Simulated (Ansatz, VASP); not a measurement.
**Two plane-wave programs on Mg2Ge3N**

```
Mg Ge N
1.0
     5.40548    0.00000    0.00000
    -2.70274    4.68128    0.00000
     0.00000    0.00000    4.05943
Mg Ge N
2 3 1
Direct
  0.33333 0.66667 0.00000
  0.66667 0.33333 0.00000
  0.50000 0.00000 0.50000
  0.00000 0.50000 0.50000
  0.50000 0.50000 0.50000
  0.00000 0.00000 0.00000
```

Change from the starting cell: species swapped into the EuAl3Cu2 type (P6/mmm, No. 191).

Alike in both runs: task single point; functional PBE; k mesh 6 × 6 × 4; occupations gaussian, width 0.1 eV; no spin polarisation.

|  | VASP | Ansatz |
| --- | --- | --- |
| version | VASP 6.6.1 | Ansatz 0.2.0 |
| potentials or method | VASP PAW PBE potentials, release 64 (Mg, Ge_d, N), cutoff 520 eV | scalar-relativistic, plane waves, PAW |
| valence electrons in the cell | 51 | 67 |

```tsv
	VASP	Ansatz	Ansatz less VASP
gap on the k mesh at the Fermi level (eV)	none	none	-
pressure (GPa)	12.0	12.1	+0.06
traceless stress, the component that is largest in VASP (GPa)	14.70	14.72	+0.017
```

A gap of «none» marks a metal or a gap that the smearing closes. The functional is the same, so the differences come from potentials, cutoffs and numerics. VASP's potentials hold 51 valence electrons a cell and Ansatz's 67, so a difference there can come from the potentials and not from the codes.

The k mesh is coarse, so the values compare programs but aren't converged.
